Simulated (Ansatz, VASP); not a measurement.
## One calculation of Cu3Re, two programs

```xyz
4
Lattice="3.7205 0.0000 0.0000 0.0000 3.7205 0.0000 0.0000 0.0000 3.7205" Properties=species:S:1:pos:R:3 pbc="T T T"
Cu    0.0000    1.8603    1.8603
Cu    1.8603    0.0000    1.8603
Cu    1.8603    1.8603    0.0000
Re    0.0000    0.0000    0.0000
```

Alike in both runs: task single point; functional PBE; k mesh 6 × 6 × 6; occupations gaussian, width 0.1 eV; no spin polarisation.

|  | VASP | Ansatz |
| --- | --- | --- |
| version | VASP 6.6.1 | Ansatz 0.2.0 |
| potentials or method | VASP PAW PBE potentials, release 64 (Cu, Re), cutoff 520 eV | scalar-relativistic, plane waves, PAW |
| valence electrons in the cell | 40 | 72 |

|  | VASP | Ansatz | Ansatz less VASP |
| --- | --- | --- | --- |
| gap on the k mesh at the Fermi level (eV) | none | none | - |
| pressure (GPa) | -0.8 | -1.1 | -0.30 |

A gap of «none» marks a metal or a gap that the smearing closes. VASP's potentials hold 40 valence electrons a cell and Ansatz's 72, so a difference there can come from the potentials and not from the codes.

Neither program's run includes spin-orbit coupling.
